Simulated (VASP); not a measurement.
Te2Mo:

```
Te Mo
1.0
     3.49459    0.00000    0.00000
    -1.74729    3.02640    0.00000
     0.00000    0.00000   13.87981
Te Mo
4 2
Direct
  0.66667 0.33333 0.37900
  0.33333 0.66667 0.87900
  0.66667 0.33333 0.12100
  0.33333 0.66667 0.62100
  0.66667 0.33333 0.75000
  0.33333 0.66667 0.25000
```

Base run:

```yaml
Program: VASP 6.6.1
Functional: PBE
Potentials_or_basis: VASP PAW PBE potentials, release 64 (Te, Mo_sv)
Cutoff: 520 eV
k_mesh: 9 × 9 × 2
Occupations: fermi-dirac, width 0.05 eV
Spin: no spin polarisation
```

Its results: band gap on the k mesh 0.77 eV, indirect (least direct gap 1.07 eV); pressure 5.2 GPa; largest force 0.480 eV/Å.

After a change of settings the same cell gave: band gap on the k mesh 0.78 eV, indirect (least direct gap 1.07 eV); pressure 6.6 GPa; largest force 0.536 eV/Å. Which change was it?
A. functional from PBE to BLYP; dispersion from none to D3(BJ)
B. further incar settings from ALGO = Normal; EDIFF = 1e-06; NBANDS = 35 to ALGO = Normal; EDIFF = 1e-07; NBANDS = 35
C. functional from PBE to revPBE

C.

revPBE binds less tightly than PBE, so the same cell stands under more pressure.

Caveats: spin-orbit coupling is left out, which moves the levels of the heavy elements; this functional lacks dispersion, which binds the layers, so the pressure and a relaxed spacing across them are unreliable; the PAW data sets were made with another functional, which shifts forces and pressure a little (some runs).
